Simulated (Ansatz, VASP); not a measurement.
## Li2Pt: VASP beside Ansatz

```
CELL_PARAMETERS angstrom
4.21149 0.00000 0.00000
-2.10575 3.64726 0.00000
0.00000 0.00000 2.67015
ATOMIC_POSITIONS crystal
Li 0.33333 0.66667 0.50000
Li 0.66667 0.33333 0.50000
Pt 0.00000 0.00000 0.00000
```

Alike in both runs: task relaxation of cell and atoms; functional LDA; k mesh 12 × 12 × 16; occupations gaussian, width 0.1 eV; no spin polarisation.

|  | VASP | Ansatz |
| --- | --- | --- |
| version | VASP 6.6.1 | Ansatz 0.2.0 |
| potentials or method | VASP PAW LDA potentials, release 64 (Li_sv, Pt), cutoff 600 eV | scalar-relativistic, plane waves, PAW |
| valence electrons in the cell | 16 | 24 |

VASP gave:

| Item | Value |
| --- | --- |
| gap on the k mesh at the Fermi level, each at its own relaxed structure (eV) | none |
| relaxed volume (Å³/atom) | 12.64 |
| relaxed length of the cell vector where the two differ most in proportion (Å) | 2.612 |

Problem. Estimate Ansatz's values.

Solution. gap on the k mesh at the Fermi level, each at its own relaxed structure (eV): none; relaxed volume (Å³/atom): 12.65; relaxed length of the cell vector where the two differ most in proportion (Å): 2.610.

LDA's correlation is that of Perdew and Zunger in VASP and of Perdew and Wang (1992) in Ansatz. A gap of «none» marks a metal or a gap that the smearing closes. VASP's potentials hold 16 valence electrons a cell and Ansatz's 24, so a difference there can come from the potentials and not from the codes.

Neither program's run includes spin-orbit coupling. Noted on VASP's run: the cutoff is under 1.25 times that of the potentials, so the pressure is a little rough.
